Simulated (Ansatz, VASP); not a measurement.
## WSe2: VASP beside Ansatz

```
CELL_PARAMETERS angstrom
3.17278 0.00000 0.00000
-1.58639 2.74770 0.00000
0.00000 0.00000 29.18475
ATOMIC_POSITIONS crystal
W 0.66667 0.33333 0.00000
W 0.33333 0.66667 0.77346
W 0.33333 0.66667 0.22654
Se 0.33333 0.66667 0.05737
Se 0.66667 0.33333 0.83084
Se 0.66667 0.33333 0.28383
Se 0.33333 0.66667 0.94263
Se 0.66667 0.33333 0.71617
Se 0.66667 0.33333 0.16916
```

Change from the starting cell: strain -0.030 along x and y, +0.000 along z, atoms carried along.

Alike in both runs: task single point; functional PBEsol; k mesh 12 × 12 × 1; occupations gaussian, width 0.05 eV; no spin polarisation.

|  | VASP | Ansatz |
| --- | --- | --- |
| version | VASP 6.6.1 | Ansatz 0.2.0 |
| potentials or method | VASP PAW PBE potentials, release 64 (W_sv, Se), cutoff 520 eV | scalar-relativistic, plane waves, PAW |
| valence electrons in the cell | 78 | 138 |

Ansatz gave:

- gap on the k mesh at the Fermi level (eV): 1.26
- least direct gap on the mesh (eV): 1.98
- rms of the force components (eV/Å): 0.345

Problem. Which values does VASP return?

Solution. gap on the k mesh at the Fermi level (eV): 1.26; least direct gap on the mesh (eV): 1.98; rms of the force components (eV/Å): 0.380.

VASP's potentials were made for PBE, not for PBEsol. Atom by atom the forces differ by 0.036 eV/Å (rms over components). With one functional, cell and mesh, what is left measures potentials, basis and numerics. VASP's potentials hold 78 valence electrons a cell and Ansatz's 138, so a difference there can come from the potentials and not from the codes.

Spin-orbit coupling is off throughout.
